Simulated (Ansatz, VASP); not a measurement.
One calculation of Ga2GeO5, two programs

```
CELL_PARAMETERS angstrom
3.06412 0.00000 0.00000
0.00000 7.88992 0.00000
0.00000 0.00000 8.23421
ATOMIC_POSITIONS crystal
Ga 0.50000 0.59676 0.66081
Ga 0.00000 0.25210 0.49490
Ga 0.50000 0.40324 0.16081
Ga 0.00000 0.74790 0.99490
Ge 0.50000 0.89090 0.34642
Ge 0.50000 0.10910 0.84642
O 0.50000 0.71904 0.47182
O 0.50000 0.09597 0.43609
O 0.50000 0.37429 0.58467
O 0.00000 0.64060 0.78002
O 0.00000 0.89053 0.22528
O 0.50000 0.28096 0.97182
O 0.50000 0.62571 0.08467
O 0.50000 0.90403 0.93609
O 0.00000 0.10947 0.72528
O 0.00000 0.35940 0.28002
```

Alike in both runs: functional PBE; k mesh 4 × 2 × 2; occupations gaussian, width 0.15 eV; no spin polarisation.

Ansatz relaxed the structure, and its values are those at the end. VASP's run is a single point on that final structure, the one shown.

|  | VASP | Ansatz |
| --- | --- | --- |
| version | VASP 6.6.1 | Ansatz 0.2.0 |
| potentials or method | VASP PAW PBE potentials, release 64 (Ga_d, Ge_d, O), cutoff 520 eV | scalar-relativistic, plane waves, PAW |
| valence electrons in the cell | 140 | 140 |

```csv
,VASP,Ansatz,Ansatz less VASP
gap on the k mesh at the Fermi level (eV),1.93,1.95,+0.023
least direct gap on the mesh (eV),1.95,1.97,+0.023
pressure (GPa),0.3,0.1,-0.18
rms of the force components (eV/Å),0.049,0.033,-0.0160
```

With one functional, cell and mesh, what is left measures potentials, basis and numerics.

The k mesh is coarse, so the values compare programs but aren't converged.
